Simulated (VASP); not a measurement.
# TaN in VASP: a series of runs

Runs on TaN. Level: r2SCAN. Tasks: single point.

Program: VASP 6.6.1. These are calculated values, not measurements. Logs are shortened: lines on timing, memory, paths and dates and some standing lists are left out, and cuts for length are marked.

**1. The cell of the first run**

The cell holds a slab with vacuum, 6 atoms: a = 3.109 Å, b = 3.109 Å, c = 20.396 Å, α = 90.00°, β = 90.00°, γ = 90.00°.

**2. Single point, r2SCAN**

File POSCAR:

```
TaN
1.0
    3.1085816348      0.0000000000      0.0000000000
    0.0000000000      3.1085816348      0.0000000000
    0.0000000000      0.0000000000     20.3962000000
Ta N
3 3
Direct
    0.2500000000      0.2500000000      0.3990060911
    0.7500000000      0.7500000000      0.5000000050
    0.2500000000      0.2500000000      0.6009939036
    0.7500000000      0.7500000000      0.3848413536
    0.2500000000      0.2500000000      0.5000000044
    0.7500000000      0.7500000000      0.6151586423
```

File INCAR.step1:

```
ALGO = Normal
DIPOL = 0.5 0.5 0.500
EDIFF = 1E-4
ENCUT = 520
GGA = PE
IDIPOL = 3
ISMEAR = -1
LASPH = True
LCHARG = False
LDIPOL = True
LREAL = False
LWAVE = True
NBANDS = 33
NELM = 100
PREC = Accurate
SIGMA = 0.05
```

File INCAR.step2:

```
ALGO = Normal
DIPOL = 0.5 0.5 0.500
EDIFF = 1E-6
ENCUT = 520
IDIPOL = 3
ISIF = 2
ISMEAR = -1
ISTART = 1
LASPH = True
LCHARG = False
LDIPOL = True
LMIXTAU = True
LREAL = False
LWAVE = False
METAGGA = R2SCAN
NBANDS = 33
NELM = 100
PREC = Accurate
SIGMA = 0.05
```

File KPOINTS:

```
k-points
0
Gamma
  11 11 1
```

Potentials or basis: VASP PAW PBE potentials, release 64 (Ta_pv, N).

On the command line:

```console
> cat potpaw_PBE.64/Ta_pv/POTCAR potpaw_PBE.64/N/POTCAR > POTCAR
> cp INCAR.step1 INCAR
> mpirun -np 1 vasp_std > vasp.out
> cp INCAR.step2 INCAR
> mpirun -np 1 vasp_std > vasp.out
```

OUTCAR:

```text
EDIFF = 1E-6
   ENCUT = 520
   ISIF = 2
   ISMEAR = -1
   ISTART = 1
   LASPH = True
   LREAL = False
   METAGGA = R2SCAN
   NELM = 100
   PREC = Accurate

 ion  position               nearest neighbor table
   1  0.250  0.250  0.399-   5 2.06   4 2.22   4 2.22   4 2.22   4 2.22   2 3.01   2 3.01   2 3.01
                             2 3.01
   2  0.750  0.750  0.500-   5 2.20   5 2.20   5 2.20   5 2.20   6 2.35   4 2.35   3 3.01   3 3.01
                             3 3.01   3 3.01   1 3.01   1 3.01   1 3.01   1 3.01
   3  0.250  0.250  0.601-   5 2.06   6 2.22   6 2.22   6 2.22   6 2.22   2 3.01   2 3.01   2 3.01
                             2 3.01
   4  0.750  0.750  0.385-   1 2.22   1 2.22   1 2.22   1 2.22   2 2.35
   5  0.250  0.250  0.500-   3 2.06   1 2.06   2 2.20   2 2.20   2 2.20   2 2.20
   6  0.750  0.750  0.615-   3 2.22   3 2.22   3 2.22   3 2.22   2 2.35

  LATTYP: Found a simple tetragonal cell.
 ALAT       =     3.1085816348
 C/A-ratio  =     6.5612560313

  Lattice vectors:

 A1 = (   3.1085816348,   0.0000000000,   0.0000000000)
 A2 = (   0.0000000000,   3.1085816348,   0.0000000000)
 A3 = (   0.0000000000,   0.0000000000,  20.3962000000)

Analysis of symmetry for initial positions (statically):
=====================================================================
 Subroutine PRICEL returns:
 Original cell was already a primitive cell.

 Routine SETGRP: Setting up the symmetry group for a
 simple tetragonal supercell.

 Subroutine GETGRP returns: Found 16 space group operations
 (whereof  4 operations were pure point group operations)
 out of a pool of 16 trial point group operations.

The static configuration has the point symmetry C_2v.
 The point group associated with its full space group is D_4h.

Analysis of symmetry for dynamics (positions and initial velocities):
=====================================================================
 Subroutine PRICEL returns:
 Original cell was already a primitive cell.

 Routine SETGRP: Setting up the symmetry group for a
 simple tetragonal supercell.

 Subroutine GETGRP returns: Found 16 space group operations
 (whereof  4 operations were pure point group operations)
 out of a pool of 16 trial point group operations.

The dynamic configuration has the point symmetry C_2v.
 The point group associated with its full space group is D_4h.

 Subroutine INISYM returns: Found 16 space group operations
 (whereof  4 operations are pure point group operations),
 and found     1 'primitive' translations

----------------------------------------------------------------------------------------

                                     Primitive cell

  volume of cell :     197.0942

  direct lattice vectors                    reciprocal lattice vectors
[... 104 lines left out ...]
   EMIN   =  10.00;   EMAX   =-10.00  energy-range for DOS
   EFERMI =   0.00;   METHOD = LEGACY
   ISMEAR =    -1;   SIGMA  =   0.05  broadening in eV -4-tet -1-fermi 0-gaus
   EFERMI_NEDOS =   21; number of points for ismear=-14 and -15
   IALGO  =     38    algorithm
   IMIX   =      4    mixing-type and parameters
     AMIX     =   0.40;   BMIX     =  1.00
     AMIX_MAG =   1.60;   BMIX_MAG =  1.00
  volume/ion in A,a.u.               =      32.85       221.68
  Fermi-wavevector in a.u.,A,eV,Ry     =   1.022345  1.931951 14.220652  1.045188
  Thomas-Fermi vector in A             =   2.156019
   LORBIT       =      0    0 simple, 1 ext, 2 COOP (PROOUT), +10 PAW based schemes
   METAGGA = R2SCAN    functional components
   LHFCALC =     F    Hartree Fock is set to
   AEXX    =    0.0000 exact exchange contribution
   IVDW    =     0    specifies the selected vdW correction
   LEPSILON=     F    determine dielectric tensor
   LRPA    =     F    only Hartree local field effects (RPA)
 non-spin polarized calculation
  energy-cutoff  :      520.00
  volume of cell :      197.09
 maximum number of plane-waves:      5342
 NGX is ok and might be reduce to    24
   NGX = 11   NGY = 11   NGZ = 75

 number of electron      48.0000005 magnetization

 dipolmoment           0.000000      0.000000      0.000000 electrons x Angstroem

 Free energy of the ion-electron system (eV)
  ---------------------------------------------------
  ext. energy  EPLUGINS =         0.00000000
  ---------------------------------------------------
  free energy    TOTEN  =      -177.16277786 eV

  energy without entropy =     -177.12707694  energy(sigma->0) =     -177.14492740

 E-fermi :   0.8886     XC(G=0):  -5.6251

 val. band max:        0.8277254828   @ k =   0.3636   0.0000   0.0000
 cond. band min:       0.9035669853   @ k =   0.4545   0.4545   0.0000
 fundamental gap:      0.0758415025
 Fermi energy:         0.8885556972

 k-point     1 :       0.0000    0.0000    0.0000
  band No.  band energies     occupation
      1     -36.8654      2.00000
      2     -36.7795      2.00000
      3     -36.3817      2.00000
      4     -36.3817      2.00000
      5     -36.3117      2.00000
      6     -36.3117      2.00000
[... 745 lines left out ...]
     32       4.6703      0.00000
     33       4.6792      0.00000

------------------------ aborting loop because EDIFF is reached ----------------------------------------

 vacuum level on the upper side and lower side of the slab       (xc-potential included)        -0.091        -0.091

  FORCE on cell =-STRESS in cart. coord.  units (eV):
  Direction    XX          YY          ZZ          XY          YZ          ZX
  --------------------------------------------------------------------------------------
  -------------------------------------------------------------------------------------
  Total       -7.4027620     -7.4027620      0.3675342      0.0000000     -0.0000000      0.0000000
  in kB      -60.1770026    -60.1770026      2.9876831      0.0000000     -0.0000000      0.0000000
  external PRESSURE =     -39.1221074 kB  Pullay stress =       0.0000000 kB

 VOLUME and BASIS-vectors are now :
 -----------------------------------------------------------------------------
  energy-cutoff  :      520.00
  volume of cell :      197.09
      direct lattice vectors                 reciprocal lattice vectors
     3.108581635  0.000000000  0.000000000     0.321690120  0.000000000  0.000000000
     0.000000000  3.108581635  0.000000000     0.000000000  0.321690120  0.000000000
     0.000000000  0.000000000 20.396200000     0.000000000  0.000000000  0.049028741

 POSITION                                       TOTAL-FORCE (eV/Angst)
 -----------------------------------------------------------------------------------
      0.77715      0.77715      8.13821        -0.000000     -0.000000     -0.042801
      2.33144      2.33144     10.19810         0.000000      0.000000     -0.000000
      0.77715      0.77715     12.25799        -0.000000     -0.000000      0.042801
      2.33144      2.33144      7.84930         0.000000      0.000000     -0.052106
      0.77715      0.77715     10.19810        -0.000000      0.000000     -0.000000
      2.33144      2.33144     12.54690         0.000000      0.000000      0.052106
 -----------------------------------------------------------------------------------
    total drift:                                0.000000     -0.000000     -0.000004

  FREE ENERGIE OF THE ION-ELECTRON SYSTEM (eV)
  ---------------------------------------------------
  free  energy   TOTEN  =      -177.1627778609 eV

  energy  without entropy=     -177.1270769376  energy(sigma->0) =     -177.14492740

 vacuum level on the upper side and lower side of the slab         4.031         4.031
```

OUTCAR.step1:

```text
EDIFF = 1E-4
   ENCUT = 520
   GGA = PE
   ISMEAR = -1
   LASPH = True
   LREAL = False
   NELM = 100
   PREC = Accurate

[... 995 lines left out ...]
      0.77715      0.77715     10.19810         0.000000     -0.000000      0.000000
      2.33144      2.33144     12.54690         0.000000      0.000000      0.078942
 -----------------------------------------------------------------------------------
    total drift:                                0.000000     -0.000000     -0.000002

  FREE ENERGIE OF THE ION-ELECTRON SYSTEM (eV)
  ---------------------------------------------------
  free  energy   TOTEN  =       -63.9788482774 eV

  energy  without entropy=      -63.9425394512  energy(sigma->0) =      -63.96069386

 vacuum level on the upper side and lower side of the slab         3.665         3.665
```

It took 4.7 min on 1 thread of Intel Xeon 6975P-C (Granite Rapids), shared host; peak memory 0.38 GiB.

Results:

```yaml
Free_energy: -177.1628 eV
Largest_force: 0.052 eV/Å
Band_gap_on_the_k_mesh: zero (bands 24 and 25 overlap by 2.10 eV)
```

Forces on the atoms (eV/Å):
```
Ta   0.000  0.000 -0.043
Ta   0.000  0.000  0.000
Ta   0.000  0.000  0.043
N    0.000  0.000 -0.052
N    0.000  0.000  0.000
N    0.000  0.000  0.052
```

Caveat: the PAW data sets were made with another functional, which shifts forces and pressure a little; spin-orbit coupling is left out, which moves the levels of the heavy elements.

**3. Single point, r2SCAN**

POSCAR is that of step 2.

File INCAR.step1:

```
SYSTEM = TaN
  PREC = Accurate
  ENCUT = 520
  ISMEAR = -1
  SIGMA = 0.05
  LREAL = .False.
  LASPH = .True.
  NELM = 60
  NBANDS = 33
  GGA = PE
  ALGO = Normal
  EDIFF = 1E-4
  LWAVE = .True.
  LCHARG = .False.
```

File INCAR.step2:

```
SYSTEM = TaN
  PREC = Accurate
  ENCUT = 520
  EDIFF = 1E-6
  ISMEAR = -1
  SIGMA = 0.05
  LREAL = .False.
  LASPH = .True.
  NELM = 60
  ALGO = Normal
  ISIF = 2
  LWAVE = .False.
  LCHARG = .False.
  METAGGA = R2SCAN
  LMIXTAU = .True.
  NBANDS = 33
  ISTART = 1
```

File KPOINTS:

```
Automatic mesh
0
Gamma
  11 11 1
  0 0 0
```

Potentials or basis: VASP PAW PBE potentials, release 64 (Ta_pv, N).

On the command line:

```console
> cat potpaw_PBE.64/Ta_pv/POTCAR potpaw_PBE.64/N/POTCAR > POTCAR
> cp INCAR.step1 INCAR
> mpirun -np 1 vasp_std > vasp.out
> cp INCAR.step2 INCAR
> mpirun -np 1 vasp_std > vasp.out
```

Wall time 5 min (1 thread of Intel Xeon 6975P-C (Granite Rapids), shared host); peak memory 0.38 GiB.

It converged, with:

```yaml
Free_energy: -177.1628 eV
Largest_force: 0.052 eV/Å
Band_gap_on_the_k_mesh: zero (bands 24 and 25 overlap by 2.10 eV)
```

Forces on the atoms (eV/Å):
```
Ta   0.000  0.000 -0.043
Ta   0.000  0.000  0.000
Ta   0.000  0.000  0.043
N    0.000  0.000 -0.052
N    0.000  0.000  0.000
N    0.000  0.000  0.052
```

Levels at points of the mesh, in eV from the Fermi level:
| k point | band 21 | band 22 | band 23 | band 24 | band 25 | band 26 | band 27 | band 28 |
| --- | --- | --- | --- | --- | --- | --- | --- | --- |
| (0.00, 0.00, 0.00) | -3.70 | -3.57 | -3.57 | -2.13 | -1.44 | -1.44 | -0.36 | 0.41 |

Caveat: there is no dipole correction, which matters where the two faces differ; the PAW data sets were made with another functional, which shifts forces and pressure a little; spin-orbit coupling is left out, which moves the levels of the heavy elements.

The gap in the log of VASP goes by the Fermi energy; the results here count the filled bands.